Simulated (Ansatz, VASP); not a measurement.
# One calculation of CuO, two programs

INCAR

```
PREC = Accurate ; ENCUT = 520
EDIFF = 1E-6 ; ISMEAR = -1
SIGMA = 0.05 ; LREAL = False
LASPH = True ; NELM = 150
ALGO = Normal ; ISIF = 2
LWAVE = False ; LCHARG = True
ISPIN = 2 ; MAGMOM = 1 -1 1 -1 0 0 0 0
LORBIT = 11 ; LMAXMIX = 4
GGA = PE ; LELF = True
LVHAR = True ; NBANDS = 48
```

The input KPOINTS:

```
regular mesh
0
Gamma
  4 7 4
```

File POSCAR:

```
CuO
1.0
    4.6791000000     -3.4805000000      0.0000000000
    2.3395500000      1.7402500000      0.0000000000
   -0.7652000000      0.0000000000      5.0607800000
Cu O
4 4
Direct
    0.0000000000      0.5000000000      0.0000000000
    0.5000000000      0.5000000000      0.0000000000
    0.2500000000      0.0000000000      0.5000000000
    0.7500000000      0.0000000000      0.5000000000
    0.2738500000      0.4523000000      0.2500000000
    0.7738500000      0.4523000000      0.2500000000
    0.2261500000      0.5477000000      0.7500000000
    0.7261500000      0.5477000000      0.7500000000
```

Input for Ansatz:

```yaml
crystal:
  lattice:
    - [4.6791, -3.4805, 0.0]
    - [2.33955, 1.74025, 0.0]
    - [-0.7652, 0.0, 5.06078]
  atoms:
    - { symbol: Cu, position: [0.0, 0.5, 0.0], spin: 1.0 }
    - { symbol: Cu, position: [0.5, 0.5, 0.0], spin: -1.0 }
    - { symbol: Cu, position: [0.25, 0.0, 0.5], spin: 1.0 }
    - { symbol: Cu, position: [0.75, 0.0, 0.5], spin: -1.0 }
    - { symbol: O, position: [0.27385, 0.4523, 0.25] }
    - { symbol: O, position: [0.77385, 0.4523, 0.25] }
    - { symbol: O, position: [0.22615, 0.5477, 0.75] }
    - { symbol: O, position: [0.72615, 0.5477, 0.75] }
magnetization:
  spin_polarized: true
hamiltonian:
  xc: pbe
  pseudopotentials: { kind: paw }
basis:
  ecutwfc: 420
kpoints:
  mp_grid: { grid: [4, 7, 4] }
scf:
  occupations: { method: fermi_dirac, width: 0.05 }
  lower_state_search: "off"
output:
  forces: true
  stress: true
```

Alike in both runs: task single point; functional PBE; k mesh 4 × 7 × 4; occupations fermi-dirac, width 0.05 eV; collinear spin.

|  | VASP | Ansatz |
| --- | --- | --- |
| version | VASP 6.6.1 | Ansatz 0.2.0 |
| potentials or method | VASP PAW PBE potentials, release 64 (Cu, O), cutoff 520 eV | PAW, plane waves, scalar-relativistic |
| valence electrons in the cell | 68 | 100 |

|  | VASP | Ansatz | Ansatz less VASP |
| --- | --- | --- | --- |
| pressure (GPa) | 7.6 | 6.8 | -0.72 |
| traceless stress, the component that is largest in VASP (GPa) | 2.55 | 2.36 | -0.195 |
| rms of the force components (eV/Å) | 0.091 | 0.071 | -0.0196 |
| net moment per atom (μB) | 0.00 | 0.00 | 0.000 |

Atom by atom the forces differ by 0.020 eV/Å (rms over components). VASP's potentials hold 68 valence electrons a cell and Ansatz's 100, so a difference there can come from the potentials and not from the codes. Ansatz's warnings: seeded moment not kept.
